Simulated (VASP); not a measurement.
# BP (F-43m) in VASP: G0W0 quasiparticle levels with PBE

Aim: the G0W0 quasiparticle levels of BP with PBE.

Everything below comes from runs of VASP 6.6.1. Logs are shortened: lines on timing, memory, paths and dates and some standing lists are left out, and cuts for length are marked.

### 1 The cell of the first run

It takes space group F-43m (No. 216, cubic). Conventional cell: a = 4.537 Å, b = 4.537 Å, c = 4.537 Å, α = 90.00°, β = 90.00°, γ = 90.00°. B (site symmetry -43m) has 4 P at 1.96 Å within 2.6 Å. Within 2.6 Å of P (site symmetry -43m) lie 4 B at 1.96 Å.

### 2 G0W0 quasiparticle levels, PBE

File POSCAR:

```
BP
1.0
    0.0000000000      2.2683156724      2.2683156724
    2.2683156724      0.0000000000      2.2683156724
    2.2683156724      2.2683156724      0.0000000000
B P
1 1
Direct
    0.0000000000      0.0000000000      0.0000000000
    0.2500000000      0.2500000000      0.2500000000
```

File INCAR.step1:

```
  PREC = Accurate
  ENCUT = 500
  EDIFF = 1E-8
  ISMEAR = 0
  SIGMA = 0.01
  LREAL = False
  LASPH = True
  NELM = 100
  ALGO = Normal
  LWAVE = True
  LCHARG = False
  GGA = PE
```

File INCAR.step2:

```
  PREC = Accurate
  ENCUT = 500
  EDIFF = 1E-8
  ISMEAR = 0
  SIGMA = 0.01
  LREAL = False
  LASPH = True
  NELM = 1
  ALGO = Exact
  LWAVE = True
  LCHARG = False
  GGA = PE
  NBANDS = 34
  LOPTICS = True
  ISTART = 1
```

File INCAR.step3:

```
  PREC = Accurate
  ENCUT = 500
  EDIFF = 1E-8
  ISMEAR = 0
  SIGMA = 0.01
  LREAL = False
  LASPH = True
  ALGO = EVGW0
  LWAVE = False
  LCHARG = False
  GGA = PE
  NELMGW = 1
  NBANDS = 34
  ENCUTGW = 60.0
  NOMEGA = 48
  PRECFOCK = Fast
  ISTART = 1
  NBANDSGW = 12
```

File KPOINTS:

```
Automatic mesh
0
Gamma
  4 4 4
```

Potentials or basis: VASP PAW PBE potentials, release 64 (B_GW, P_GW).

The run is started by

```
$ cat potpaw_PBE.64/B_GW/POTCAR potpaw_PBE.64/P_GW/POTCAR > POTCAR
$ cp INCAR.step1 INCAR
$ mpirun -np 1 vasp_std > vasp.out
$ cp INCAR.step2 INCAR
$ mpirun -np 1 vasp_std > vasp.out
$ cp INCAR.step3 INCAR
$ mpirun -np 1 vasp_std > vasp.out
```

OUTCAR:

```text
PREC = Accurate
   ENCUT = 500
   EDIFF = 1E-8
   ISMEAR = 0
   LREAL = False
   LASPH = True
   GGA = PE
   NELMGW = 1
   ENCUTGW = 60.0
   PRECFOCK = Fast
   ISTART = 1

 ion  position               nearest neighbor table
   1  0.000  0.000  0.000-   2 1.96   2 1.96   2 1.96   2 1.96
   2  0.250  0.250  0.250-   1 1.96   1 1.96   1 1.96   1 1.96

  LATTYP: Found a face centered cubic cell.
 ALAT       =     4.5366313448

  Lattice vectors:

 A1 = (   0.0000000000,   2.2683156724,   2.2683156724)
 A2 = (   2.2683156724,   0.0000000000,   2.2683156724)
 A3 = (   2.2683156724,   2.2683156724,   0.0000000000)

Analysis of symmetry for initial positions (statically):
=====================================================================
 Subroutine PRICEL returns:
 Original cell was already a primitive cell.

 Routine SETGRP: Setting up the symmetry group for a
 face centered cubic supercell.

 Subroutine GETGRP returns: Found 24 space group operations
 (whereof 24 operations were pure point group operations)
 out of a pool of 48 trial point group operations.

The static configuration has the point symmetry T_d .

Analysis of symmetry for dynamics (positions and initial velocities):
=====================================================================
 Subroutine PRICEL returns:
 Original cell was already a primitive cell.

 Routine SETGRP: Setting up the symmetry group for a
 face centered cubic supercell.

 Subroutine GETGRP returns: Found 24 space group operations
 (whereof 24 operations were pure point group operations)
 out of a pool of 48 trial point group operations.

The dynamic configuration has the point symmetry T_d .

 Subroutine INISYM returns: Found 24 space group operations
 (whereof 24 operations are pure point group operations),
 and found     1 'primitive' translations

----------------------------------------------------------------------------------------

[... 71 lines left out ...]
   LSORBIT =      F    spin-orbit coupling
   LASPH  =      T    aspherical Exc in radial PAW
   ENCUT  =  500.0 eV  36.75 Ry    6.06 a.u.   5.85  5.85  5.85*2*pi/ulx,y,z
   NELM   =     60;   NELMIN=  2; NELMDL=  0     # of ELM steps
   EDIFF  = 0.1E-07   stopping-criterion for ELM
   LREAL  =      F    real-space projection
   EDIFFG = 0.1E-06   stopping-criterion for IOM
   NSW    =      0    number of steps for IOM
   IBRION =     -1    ionic relax: 0-MD 1-quasi-New 2-CG
   NFREE  =      0    steps in history (QN), initial steepest desc. (CG)
   ISIF   =      0    stress and relaxation
   ISYM   =      3    0-nonsym 1-usesym 2-fastsym
   POTIM  = 0.5000    time-step for ionic-motion
   TEBEG  =    0.0;   TEEND  =   0.0 temperature during run
   PSTRESS=    0.0 pullay stress
   NELECT =       8.0000    total number of electrons
   NUPDOWN=      -1.0000    fix difference up-down
   EMIN   =  10.00;   EMAX   =-10.00  energy-range for DOS
   EFERMI =   0.00;   METHOD = LEGACY
   ISMEAR =     0;   SIGMA  =   0.01  broadening in eV -4-tet -1-fermi 0-gaus
   EFERMI_NEDOS =   21; number of points for ismear=-14 and -15
   IALGO  =     38    algorithm
   IMIX   =      4    mixing-type and parameters
     AMIX     =   0.40;   BMIX     =  1.00
     AMIX_MAG =   1.60;   BMIX_MAG =  1.00
  volume/ion in A,a.u.               =      11.67        78.76
  Fermi-wavevector in a.u.,A,eV,Ry     =   1.145666  2.164995 17.858333  1.312550
  Thomas-Fermi vector in A             =   2.282353
   LORBIT       =      0    0 simple, 1 ext, 2 COOP (PROOUT), +10 PAW based schemes
   GGA     = PE    functional components
   LHFCALC =     T    Hartree Fock is set to
   PRECFOCK=fast      Normal, Fast or Accurate (Low or Medium for compatibility)
   ENCUT4O =  -1.0   cutoff for four orbital integrals eV
   NKREDX  =     1    reduce k-point grid by
   NKREDY  =     1    reduce k-point grid by
   NKREDZ  =     1    reduce k-point grid by
   AEXX    =    1.0000 exact exchange contribution
   HFSCREEN=    0.0000 screening length (either q_TF or 0.3 A-1)
   HFSCREENC=   0.0000 screening length for correlation (either q_TF or 0.3 A-1)
   ENCUTFOCK=  -1.0 apply spherical cutoff to Coloumb kernel
   IVDW    =     0    specifies the selected vdW correction
   LEPSILON=     F    determine dielectric tensor
   LRPA    =     F    only Hartree local field effects (RPA)
   LRPAFORCE           =     F    calculate RPA forces
   ENCUTGW             =  60.0    cutoff for response function in eV
   ENCUTGWSOFT         =  48.0    soft cutoff for Coulomb kernel in GW response function in eV
   ENCUTLF             =  -1.0    cutoff for local field effects
   NELMGW              =     1    number of iterations in solving QP/BSE equation
   NELMHF              =     1    number of iterations in the inner HF iteration
   NKREDLFX            =     1    NKREDLFY  =   1   NKREDLFZ  =   1
 non-spin polarized calculation
 Gauss-broadening in eV      SIGMA  =   0.01
  energy-cutoff  :      500.00
  volume of cell :       23.34
 maximum number of plane-waves:       609
  NGX = 14; NGY = 14; NGZ = 14
   NGX = 11   NGY = 11   NGZ = 11
 maximum number of plane-waves:        28
 NGX is ok and might be reduce to    10

 QP shifts <psi_nk| G(iteration)W_0 |psi_nk>: iteration 1
 for sc-GW calculations column KS-energies equals QP-energies in previous step
 and V_xc(KS)=  KS-energies - (<T + V_ion + V_H > + <T+V_H+V_ion>^1  + <V_x>^1)

 k-point   1 :       0.0000    0.0000    0.0000
  band No.  KS-energies  QP-energies   sigma(KS)   V_xc(KS)     V^pw_x(r,r')   Z            occupation Imag(sigma)

      1      -8.2999      -8.7482     -12.6711     -12.0565     -20.4648       0.7295       2.0000       1.4719
      2       7.1822       7.2403     -13.2431     -13.3163     -15.2471       0.7928       2.0000       0.0638
      3       7.1822       7.2403     -13.2431     -13.3163     -15.2471       0.7928       2.0000       0.0638
      4       7.1822       7.2403     -13.2431     -13.3163     -15.2471       0.7928       2.0000       0.0638
      5      10.5714      11.3515     -11.0838     -12.0743      -6.9529       0.7876       0.0000      -0.0934
      6      10.5714      11.3515     -11.0838     -12.0743      -6.9529       0.7876       0.0000      -0.0934
      7      10.5714      11.3515     -11.0838     -12.0743      -6.9529       0.7876       0.0000      -0.0934
      8      14.5726      15.4763     -11.5783     -12.7551      -6.0777       0.7680       0.0000      -0.1955
      9      18.7027      18.8505      -9.2361      -9.4242      -3.3050       0.7861       0.0000      -0.3906
     10      19.1828      20.1461     -10.5161     -11.7601      -4.9434       0.7744       0.0000      -0.2914
     11      19.1828      20.1461     -10.5161     -11.7601      -4.9434       0.7744       0.0000      -0.2914
     12      22.8478      23.3145      -9.3285      -9.9237      -2.7878       0.7842       0.0000      -0.7846
[... 100 lines left out ...]
      1      -3.1620      -3.3649     -13.1485     -12.8685     -19.1094       0.7244       2.0000       0.6305
      2      -0.8848      -1.2532     -13.1980     -12.6929     -18.3844       0.7293       2.0000       0.4032
      3       1.4892       1.1183     -12.2144     -11.7267     -15.5621       0.7606       2.0000       0.1712
      4       1.6957       1.3500     -12.2580     -11.8031     -15.5772       0.7600       2.0000       0.1666
      5      12.5005      13.1722     -10.5249     -11.3800      -5.8672       0.7856       0.0000      -0.1233
      6      13.9285      14.5201     -10.3910     -11.1427      -5.5931       0.7870       0.0000      -0.1479
      7      14.4197      15.3703     -10.9978     -12.2310      -5.6799       0.7708       0.0000      -0.1862
      8      14.6191      15.4669     -11.0311     -12.1337      -5.5683       0.7689       0.0000      -0.2075
      9      19.9564      21.0402     -11.1275     -12.5572      -4.5737       0.7581       0.0000      -0.4910
     10      23.2883      24.3672     -10.7622     -12.1877      -3.9253       0.7569       0.0000      -0.7053
     11      23.5353      24.6292     -11.3876     -12.8339      -4.5806       0.7564       0.0000      -0.7376
     12      27.8254      28.6644     -10.6599     -11.7740      -3.7048       0.7532       0.0000      -1.0547
```

OUTCAR.step2:

```text
PREC = Accurate
   ENCUT = 500
   EDIFF = 1E-8
   ISMEAR = 0
   LREAL = False
[... 688 lines left out ...]
     0.00000    14.00454    14.00454    14.00454    -0.00000     0.00000     0.00000
     0.87080    14.38679    14.38679    14.38679    -0.00000     0.00000     0.00000
     1.74159    15.75430    15.75430    15.75430    -0.00000     0.00000     0.00000
     2.61239    19.35154    19.35154    19.35154    -0.00000     0.00000     0.00000
     3.48318     7.06069     7.06069     7.06069    -0.00000     0.00000     0.00000
     4.35398    37.09143    37.09143    37.09143    -0.00000     0.00000     0.00000
[... 92 lines left out ...]
    85.33801     0.92673     0.92673     0.92673     0.00000    -0.00000     0.00000
    86.20880     0.92828     0.92828     0.92828     0.00000    -0.00000     0.00000
```

Run time: 24 s. Hardware: 1 thread of AMD EPYC 9R45 (Zen 5), shared host; peak memory 0.17 GiB.

What came out:

- Quasiparticle gap: 1.68 eV
- Least direct quasiparticle gap: 4.11 eV
- Band gap of the starting levels on the mesh: 1.31 eV
- Least direct gap of the starting levels on the mesh: 3.39 eV

Caveat: the k points lie up to 0.60 Å⁻¹ apart; bands, screening cutoff and mesh are small and nothing is extrapolated, so the quasiparticle values aren't converged.
